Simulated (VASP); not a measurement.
A run of VASP 6.6.1 is set up as follows.

Contents of INCAR:

```
PREC = Accurate ; ENCUT = 520
EDIFF = 1E-6 ; ISMEAR = -1
SIGMA = 0.1 ; LREAL = False
LASPH = True ; NELM = 60
ALGO = Normal ; ISIF = 2
LWAVE = False ; LCHARG = False
GGA = B5 ; ALDAX = 1.0
AGGAX = 1.0 ; AGGAC = 1.0
ALDAC = 0.0 ; NBANDS = 20
```

KPOINTS

```
Automatic mesh
0
Gamma
  14 14 7
```

POSCAR

```
Nb
1.0
    2.9709638712      0.0000000000      0.0000000000
   -1.4854819356      2.5729301862      0.0000000000
    0.0000000000      0.0000000000      5.4944986860
Nb
2
Direct
    0.3333333333      0.6666666667      0.2500000000
    0.6666666667      0.3333333333      0.7500000000
```

Potentials or basis: VASP PAW PBE potentials, release 64 (Nb_sv).

Run with:

```sh
$ cat potpaw_PBE.64/Nb_sv/POTCAR > POTCAR
$ mpirun -np 1 vasp_std > vasp.out
```

Estimate the pressure.

-9.9 GPa.

What does it give for the band gap on the k mesh?

Zero (band 13 reaches 11.39 eV, above the bottom of band 14 at 9.50 eV).

Stress tensor (GPa, compression positive):
```
-10.47   0.00   0.00
  0.00 -10.47   0.00
  0.00   0.00  -8.71
```

Caveat: the PAW data sets were made with another functional, which shifts forces and pressure a little.
